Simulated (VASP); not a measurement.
A run of VASP 6.6.1 is set up as follows.

INCAR

```
PREC = Accurate ; ENCUT = 600
EDIFF = 1E-7 ; ISMEAR = 0
SIGMA = 0.1 ; LREAL = F
LASPH = T ; NELM = 60
ALGO = Normal ; ISIF = 3
LWAVE = F ; LCHARG = F
GGA = PE ; IBRION = 2
NSW = 90 ; EDIFFG = -0.04
```

File KPOINTS:

```
Automatic mesh
0
Gamma
  6 6 2
```

Contents of POSCAR:

```
LuGe3O
1.0
    3.1890626350      0.0000000000      0.0000000000
    0.0000000000      3.1890626350      0.0000000000
    0.0000000000      0.0000000000      9.0688874591
Lu Ge O
1 3 1
Direct
    0.0000000000      0.0000000000      0.0000000000
    0.5000000000      0.5000000000      0.3039415116
    0.5000000000      0.5000000000      0.6960584884
    0.0000000000      0.0000000000      0.5000000000
    0.5000000000      0.5000000000      0.0000000000
```

Potentials or basis: VASP PAW PBE potentials, release 64 (Lu, Ge_d, O).

Command:

```bash
$ cat potpaw_PBE.64/Lu/POTCAR potpaw_PBE.64/Ge_d/POTCAR potpaw_PBE.64/O/POTCAR > POTCAR
$ mpirun -np 1 vasp_std > vasp.out
```

(1) Estimate the space group after relaxing (to 0.1 Å).

(2) Estimate the relaxed cell.

Answers

(1) P4/mmm (No. 123).

(2) a = 3.197 Å, b = 3.197 Å, c = 9.319 Å, α = 90.00°, β = 90.00°, γ = 90.00°.

Caveat: an odd number of electrons without spin polarisation forces a metal; a magnetic or distorted state may lie lower.
